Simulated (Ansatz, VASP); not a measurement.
**Be in VASP and in Ansatz**

INCAR

```
PREC = Accurate
ENCUT = 520
EDIFF = 1E-6
ISMEAR = -1
SIGMA = 0.05
LREAL = False
LASPH = True
NELM = 60
ALGO = Fast
ISIF = 2
LWAVE = False
LCHARG = False
GGA = PS
NBANDS = 7
```

Contents of KPOINTS:

```
regular mesh
0
Gamma
  8 8 8
```

The input POSCAR:

```
Be
1.0
   -1.2531209513      1.2531209513      1.2531209513
    1.2531209513     -1.2531209513      1.2531209513
    1.2531209513      1.2531209513     -1.2531209513
Be
1
Direct
    0.0000000000      0.0000000000      0.0000000000
```

The input input.yaml:

```yaml
crystal:
  lattice:
    - [-1.2531209513, 1.2531209513, 1.2531209513]
    - [1.2531209513, -1.2531209513, 1.2531209513]
    - [1.2531209513, 1.2531209513, -1.2531209513]
  atoms:
    - { symbol: Be, position: [0.0, 0.0, 0.0] }
hamiltonian:
  xc: pbesol
  pseudopotentials: { kind: paw }
kpoints:
  mp_grid: { grid: [8, 8, 8] }
  band_path:
    path:
      - [[0.0, 0.0, 0.0], [0.5, -0.5, 0.5], [0.0, 0.0, 0.5], [0.0, 0.0, 0.0], [0.25, 0.25, 0.25], [0.5, -0.5, 0.5]]
      - [[0.25, 0.25, 0.25], [0.0, 0.0, 0.5]]
    npoints: 14
scf:
  occupations: { method: fermi_dirac, width: 0.05 }
  n_extra_bands: 6
output:
  forces: true
  stress: true
  eigenvalues: true
  fatbands: false
```

Alike in both runs: functional PBEsol; k mesh 8 × 8 × 8; occupations fermi-dirac, width 0.05 eV; no spin polarisation.

|  | VASP | Ansatz |
| --- | --- | --- |
| version | VASP 6.6.1 | Ansatz 0.2.0 |
| potentials or method | VASP PAW PBE potentials, release 64 (Be) | Ansatz PAW |
| plane-wave cutoff (eV) | 520 | 420 |
| valence electrons in the cell | 2 | 2 |
| task | single point | band structure |

|  | VASP | Ansatz | Ansatz less VASP |
| --- | --- | --- | --- |
| gap on the k mesh at the Fermi level (eV) | none | none | - |
| pressure (GPa) | -1.5 | -1.9 | -0.37 |

VASP's potentials were made for PBE, not for PBEsol. A gap of «none» marks a metal or a gap that the smearing closes. With one functional, cell and mesh, what is left measures potentials, basis and numerics.

The k mesh is coarse, so the values compare programs but aren't converged.
